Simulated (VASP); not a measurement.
# Si8C7 (P1) in VASP: single point with PBE

Aim: the single point of Si8C7 with PBE.

Everything below comes from runs of VASP 6.6.1. Logs are shortened: lines on timing, memory, paths and dates and some standing lists are left out, and cuts for length are marked.

## (1) The cell of the first run

The typed cell holds 15 atoms: a = 8.720 Å, b = 4.360 Å, c = 4.360 Å, α = 90.00°, β = 90.00°, γ = 90.00°.

## (2) Single point, PBE

File INCAR:

```
SYSTEM = Si8C7
  ALGO = Normal
  EDIFF = 1E-6
  ENCUT = 600
  GGA = PE
  GGA_COMPAT = .FALSE.
  ISIF = 2
  ISMEAR = -1
  LASPH = .TRUE.
  LCHARG = .TRUE.
  LELF = .TRUE.
  LREAL = .FALSE.
  LVHAR = .TRUE.
  LWAVE = .FALSE.
  NBANDS = 43
  NELM = 120
  PREC = Accurate
  SIGMA = 0.01
```

File KPOINTS:

```
k-points
0
G
  1 1 1
  0 0 0
```

File POSCAR:

```
Si8C7
1.0
    8.7200000000      0.0000000000      0.0000000000
    0.0000000000      4.3600000000      0.0000000000
    0.0000000000      0.0000000000      4.3600000000
Si C
8 7
Direct
    0.9964900000      0.9993630000      0.0008910000
    0.9988430000      0.4881940000      0.4965050000
    0.2499520000      0.9946280000      0.4980240000
    0.2530460000      0.4973580000      0.0076300000
    0.5023850000      0.9974070000      0.9970470000
    0.4973940000      0.4971350000      0.5118960000
    0.7495520000      0.0039280000      0.5095640000
    0.7462830000      0.5050890000      0.9964950000
    0.1209200000      0.2577900000      0.2438020000
    0.1191340000      0.7410290000      0.7550760000
    0.3708200000      0.2530710000      0.7592030000
    0.3792360000      0.7397620000      0.2435500000
    0.6322070000      0.2582740000      0.2421450000
    0.8717790000      0.2413630000      0.7556510000
    0.8775900000      0.7446340000      0.2550440000
```

Potentials or basis: VASP PAW PBE potentials, release 64 (Si, C).

On the command line:

```sh
$ cat potpaw_PBE.64/Si/POTCAR potpaw_PBE.64/C/POTCAR > POTCAR
$ mpirun -np 1 vasp_gam > vasp.out
```

OUTCAR:

```text
SYSTEM = Si8C7
   EDIFF = 1E-6
   ENCUT = 600
   GGA = PE
   ISIF = 2
   ISMEAR = -1
   LASPH = .TRUE.
   LREAL = .FALSE.
   NELM = 120
   PREC = Accurate

 ion  position               nearest neighbor table
   1  0.996  0.999  0.001-  14 1.85  15 1.88  10 1.89   9 1.89   2 3.04   7 3.04   2 3.06   8 3.07
                             7 3.09   3 3.10   8 3.10   2 3.10   3 3.11   4 3.12   4 3.13   2 3.13
   2  0.999  0.488  0.497-   9 1.83  15 1.86  10 1.89  14 1.91   7 3.03   1 3.04   1 3.06   3 3.07
                             4 3.08   8 3.10   8 3.10   1 3.10   3 3.11   7 3.13   1 3.13   4 3.14
   3  0.250  0.995  0.498-  11 1.92  12 1.93  10 1.94   9 1.95   4 3.05   6 3.06   4 3.06   2 3.07
                             6 3.08   5 3.10   1 3.10   5 3.10   4 3.10   2 3.11   1 3.11   4 3.12
   4  0.253  0.497  0.008-  11 1.83  12 1.84   9 1.87  10 1.92   6 3.04   3 3.05   6 3.06   3 3.06
                             2 3.08   5 3.08   5 3.08   3 3.10   1 3.12   3 3.12   1 3.13   2 3.14
   5  0.502  0.997  0.997-  12 1.89  11 1.91  13 1.93   8 3.02   7 3.03   6 3.04   6 3.04   8 3.07
                             4 3.08   4 3.08   3 3.10   3 3.10   7 3.10   6 3.13   6 3.13
   6  0.497  0.497  0.512-  11 1.87  12 1.88  13 1.96   8 3.03   4 3.04   5 3.04   5 3.04   3 3.06
                             4 3.06   7 3.08   3 3.08   7 3.12   8 3.12   5 3.13   5 3.13
   7  0.750  0.004  0.510-  14 1.83  13 1.91  15 1.94   5 3.03   2 3.03   1 3.04   8 3.04   8 3.05
                             6 3.08   1 3.09   5 3.10   6 3.12   8 3.12   8 3.13   2 3.13
   8  0.746  0.505  0.996-  13 1.82  14 1.90  15 1.92   5 3.02   6 3.03   7 3.04   7 3.05   1 3.07
                             5 3.07   2 3.10   2 3.10   1 3.10   7 3.12   6 3.12   7 3.13
   9  0.121  0.258  0.244-   2 1.83   4 1.87   1 1.89   3 1.95
  10  0.119  0.741  0.755-   1 1.89   2 1.89   4 1.92   3 1.94
  11  0.371  0.253  0.759-   4 1.83   6 1.87   5 1.91   3 1.92
  12  0.379  0.740  0.244-   4 1.84   6 1.88   5 1.89   3 1.93
  13  0.632  0.258  0.242-   8 1.82   7 1.91   5 1.93   6 1.96
  14  0.872  0.241  0.756-   7 1.83   1 1.85   8 1.90   2 1.91
  15  0.878  0.745  0.255-   2 1.86   1 1.88   8 1.92   7 1.94

  LATTYP: Found a simple tetragonal cell.
 ALAT       =     4.3600000000
 C/A-ratio  =     2.0000000000

  Lattice vectors:

 A1 = (   0.0000000000,   4.3600000000,   0.0000000000)
 A2 = (   0.0000000000,   0.0000000000,   4.3600000000)
 A3 = (   8.7200000000,   0.0000000000,   0.0000000000)

Analysis of symmetry for initial positions (statically):
=====================================================================
 Subroutine PRICEL returns:
 Original cell was already a primitive cell.

 Routine SETGRP: Setting up the symmetry group for a
 simple tetragonal supercell.

 Subroutine GETGRP returns: Found  1 space group operations
 (whereof  1 operations were pure point group operations)
 out of a pool of 16 trial point group operations.

The static configuration has the point symmetry C_1 .

Analysis of symmetry for dynamics (positions and initial velocities):
=====================================================================
 Subroutine PRICEL returns:
 Original cell was already a primitive cell.

 Routine SETGRP: Setting up the symmetry group for a
 simple tetragonal supercell.

 Subroutine GETGRP returns: Found  1 space group operations
 (whereof  1 operations were pure point group operations)
 out of a pool of 16 trial point group operations.

The dynamic configuration has the point symmetry C_1 .

 Subroutine INISYM returns: Found  1 space group operations
 (whereof  1 operations are pure point group operations),
 and found     1 'primitive' translations

----------------------------------------------------------------------------------------

                                     Primitive cell

  volume of cell :     165.7637

  direct lattice vectors                    reciprocal lattice vectors
     8.720000000  0.000000000  0.000000000     0.114678899  0.000000000  0.000000000
     0.000000000  4.360000000  0.000000000     0.000000000  0.229357798  0.000000000
     0.000000000  0.000000000  4.360000000     0.000000000  0.000000000  0.229357798

  length of vectors
     8.720000000  4.360000000  4.360000000     0.114678899  0.229357798  0.229357798

  position of ions in fractional coordinates (direct lattice)
     0.996490000  0.999363000  0.000891000
     0.998843000  0.488194000  0.496505000
     0.249952000  0.994628000  0.498024000
     0.253046000  0.497358000  0.007630000
     0.502385000  0.997407000  0.997047000
     0.497394000  0.497135000  0.511896000
     0.749552000  0.003928000  0.509564000
     0.746283000  0.505089000  0.996495000
     0.120920000  0.257790000  0.243802000
     0.119134000  0.741029000  0.755076000
     0.370820000  0.253071000  0.759203000
     0.379236000  0.739762000  0.243550000
     0.632207000  0.258274000  0.242145000
     0.871779000  0.241363000  0.755651000
     0.877590000  0.744634000  0.255044000

  ion indices of the primitive-cell ions
   primitive index   ion index
                 1           1
                 2           2
                 3           3
                 4           4
                 5           5
                 6           6
                 7           7
                 8           8
                 9           9
                10          10
                11          11
                12          12
                13          13
                14          14
                15          15

----------------------------------------------------------------------------------------

 KPOINTS: k-points

Automatic generation of k-mesh.
 Grid dimensions read from file:
 generate k-points for:    1    1    1

 Generating k-lattice:

  Cartesian coordinates                     Fractional coordinates (reciprocal lattice)
     0.114678899  0.000000000  0.000000000     1.000000000  0.000000000  0.000000000
     0.000000000  0.229357798  0.000000000     0.000000000  1.000000000  0.000000000
     0.000000000  0.000000000  0.229357798     0.000000000  0.000000000  1.000000000

  Length of vectors
     0.114678899  0.229357798  0.229357798

  Shift w.r.t. Gamma in fractional coordinates (k-lattice)
     0.000000000  0.000000000  0.000000000

 Subroutine IBZKPT returns following result:
 ===========================================

 Found      1 irreducible k-points:

 Following reciprocal coordinates:
            Coordinates               Weight
  0.000000  0.000000  0.000000      1.000000
   k-points           NKPTS =      1   k-points in BZ     NKDIM =      1   number of bands    NBANDS=     43
   number of dos      NEDOS =    301   number of ions     NIONS =     15
   total plane-waves  NPLWV =  90720
   dimension x,y,z NGX =    70 NGY =   36 NGZ =   36
   dimension x,y,z NGXF=   140 NGYF=   72 NGZF=   72
   ions per type =               8   7
   NGX,Y,Z   is equivalent  to a cutoff of  13.35, 13.73, 13.73 a.u.
   NGXF,Y,Z  is equivalent  to a cutoff of  26.69, 27.45, 27.45 a.u.
 SYSTEM =  Si8C7
   PREC   = accura    normal or accurate (medium, high low for compatibility)
   ISTART =      0    job   : 0-new  1-cont  2-samecut
   ICHARG =      2    charge: 1-file 2-atom 10-const
   ISPIN  =      1    spin polarized calculation?
   LNONCOLLINEAR =      F non collinear calculations
   LSORBIT =      F    spin-orbit coupling
   LASPH  =      T    aspherical Exc in radial PAW
   ENCUT  =  600.0 eV  44.10 Ry    6.64 a.u.  17.42  8.71  8.71*2*pi/ulx,y,z
   NELM   =    120;   NELMIN=  2; NELMDL= -5     # of ELM steps
   EDIFF  = 0.1E-05   stopping-criterion for ELM
   LREAL  =      F    real-space projection
   EDIFFG = 0.1E-04   stopping-criterion for IOM
   NSW    =      0    number of steps for IOM
   IBRION =     -1    ionic relax: 0-MD 1-quasi-New 2-CG
   NFREE  =      0    steps in history (QN), initial steepest desc. (CG)
   ISIF   =      2    stress and relaxation
   ISYM   =      2    0-nonsym 1-usesym 2-fastsym
   POTIM  = 0.5000    time-step for ionic-motion
   TEBEG  =    0.0;   TEEND  =   0.0 temperature during run
   PSTRESS=    0.0 pullay stress
   NELECT =      60.0000    total number of electrons
   NUPDOWN=      -1.0000    fix difference up-down
   EMIN   =  10.00;   EMAX   =-10.00  energy-range for DOS
   EFERMI =   0.00;   METHOD = LEGACY
   ISMEAR =    -1;   SIGMA  =   0.01  broadening in eV -4-tet -1-fermi 0-gaus
   EFERMI_NEDOS =   21; number of points for ismear=-14 and -15
   IALGO  =     38    algorithm
   IMIX   =      4    mixing-type and parameters
     AMIX     =   0.40;   BMIX     =  1.00
     AMIX_MAG =   1.60;   BMIX_MAG =  1.00
  volume/ion in A,a.u.               =      11.05        74.58
  Fermi-wavevector in a.u.,A,eV,Ry     =   1.166708  2.204758 18.520346  1.361207
  Thomas-Fermi vector in A             =   2.303217
   LORBIT       =      0    0 simple, 1 ext, 2 COOP (PROOUT), +10 PAW based schemes
   GGA     = PE    functional components
   LHFCALC =     F    Hartree Fock is set to
   AEXX    =    0.0000 exact exchange contribution
   IVDW    =     0    specifies the selected vdW correction
   LEPSILON=     F    determine dielectric tensor
   LRPA    =     F    only Hartree local field effects (RPA)
 non-spin polarized calculation
  energy-cutoff  :      600.00
  volume of cell :      165.76
 maximum number of plane-waves:      2770
 NGX is ok and might be reduce to    70
   NGX = 35   NGY = 17   NGZ = 17

 number of electron      60.0000001 magnetization

 Free energy of the ion-electron system (eV)
  ---------------------------------------------------
  ext. energy  EPLUGINS =         0.00000000
  ---------------------------------------------------
  free energy    TOTEN  =      -101.19995821 eV

  energy without entropy =     -101.17300493  energy(sigma->0) =     -101.18648157

 E-fermi :   9.1853     XC(G=0): -11.1763

 val. band max:        9.1813005650   @ k =   0.0000   0.0000   0.0000
 cond. band min:       9.1892396004   @ k =   0.0000   0.0000   0.0000
 fundamental gap:      0.0079390354
 Fermi energy:         9.1852700827

 k-point     1 :       0.0000    0.0000    0.0000
  band No.  band energies     occupation
      1      -7.4075      2.00000
      2      -6.0659      2.00000
      3      -5.6232      2.00000
      4      -2.8207      2.00000
      5      -2.7078      2.00000
      6      -2.4694      2.00000
[... 34 lines left out ...]
     41      13.0575      0.00000
     42      13.7700      0.00000
 [bands above 42 left out]

------------------------ aborting loop because EDIFF is reached ----------------------------------------

  FORCE on cell =-STRESS in cart. coord.  units (eV):
  Direction    XX          YY          ZZ          XY          YZ          ZX
  --------------------------------------------------------------------------------------
  -------------------------------------------------------------------------------------
  Total      -25.6779986     16.0800318     17.5741377      2.0335957     -1.2413470      0.2129412
  in kB     -248.1888632    155.4203995    169.8615736     19.6555738    -11.9981508      2.0581682
  external PRESSURE =      25.6977033 kB  Pullay stress =       0.0000000 kB

 VOLUME and BASIS-vectors are now :
 -----------------------------------------------------------------------------
  energy-cutoff  :      600.00
  volume of cell :      165.76
      direct lattice vectors                 reciprocal lattice vectors
     8.720000000  0.000000000  0.000000000     0.114678899  0.000000000  0.000000000
     0.000000000  4.360000000  0.000000000     0.000000000  0.229357798  0.000000000
     0.000000000  0.000000000  4.360000000     0.000000000  0.000000000  0.229357798

 POSITION                                       TOTAL-FORCE (eV/Angst)
 -----------------------------------------------------------------------------------
      8.68939      4.35722      0.00388         1.552816     -0.143115      0.174792
      8.70991      2.12853      2.16476         1.003144      0.487090      0.874261
      2.17958      4.33658      2.17138        -1.344235      0.174684      0.411145
      2.20656      2.16848      0.03327        -2.025766      0.216487     -0.782691
      4.38080      4.34869      4.34712        -1.435391      0.285703     -0.229942
      4.33728      2.16751      2.23187        -1.186246     -0.410174      0.006528
      6.53609      0.01713      2.22170         1.519692     -0.374037     -0.639564
      6.50759      2.20219      4.34472         2.364253      0.239359     -0.468599
      1.05442      1.12396      1.06298         0.758260     -1.262926      0.390382
      1.03885      3.23089      3.29213         0.319760      0.284924     -0.341414
      3.23355      1.10339      3.31013         0.640119     -1.117673     -0.847511
      3.30694      3.22536      1.06188         1.223871      1.000723      0.839043
      5.51285      1.12607      1.05575        -1.704248     -0.768287      0.683784
      7.60191      1.05234      3.29464        -0.912957      0.860401     -0.234914
      7.65258      3.24660      1.11199        -0.773071      0.526840      0.164699
 -----------------------------------------------------------------------------------
    total drift:                                0.000209     -0.000024     -0.000002

  FREE ENERGIE OF THE ION-ELECTRON SYSTEM (eV)
  ---------------------------------------------------
  free  energy   TOTEN  =      -101.1999582142 eV

  energy  without entropy=     -101.1730049299  energy(sigma->0) =     -101.18648157
```

It took 37 s on 1 thread of Intel Xeon 8259CL, shared host; peak memory 0.26 GiB.

Results:

* Free energy: -101.2000 eV
* Pressure: 2.6 GPa
* Largest force: 2.422 eV/Å

Forces in eV/Å, atoms in the order of the input:
```
Si   1.553 -0.143  0.175
Si   1.003  0.487  0.874
Si  -1.344  0.175  0.411
Si  -2.026  0.216 -0.783
Si  -1.435  0.286 -0.230
Si  -1.186 -0.410  0.007
Si   1.520 -0.374 -0.640
Si   2.364  0.239 -0.469
C    0.758 -1.263  0.390
C    0.320  0.285 -0.341
C    0.640 -1.118 -0.848
C    1.224  1.001  0.839
C   -1.704 -0.768  0.684
C   -0.913  0.860 -0.235
C   -0.773  0.527  0.165
```

Stress tensor (GPa, compression positive):
```
-24.82   1.97   0.21
  1.97  15.54  -1.20
  0.21  -1.20  16.99
```

Levels at points of the mesh, in eV from the Fermi level:
```
           k point  band 26  band 27  band 28  band 29  band 30  band 31  band 32  band 33  band 34  band 35
(0.00, 0.00, 0.00)    -3.41    -2.85    -2.05    -1.89     0.00     0.00     0.26     0.64     1.06     1.19
```

Caveat: the k points lie up to 1.44 Å⁻¹ apart; forces of over 1 eV/Å act on the atoms, so gaps and moduli don't describe the material at rest.
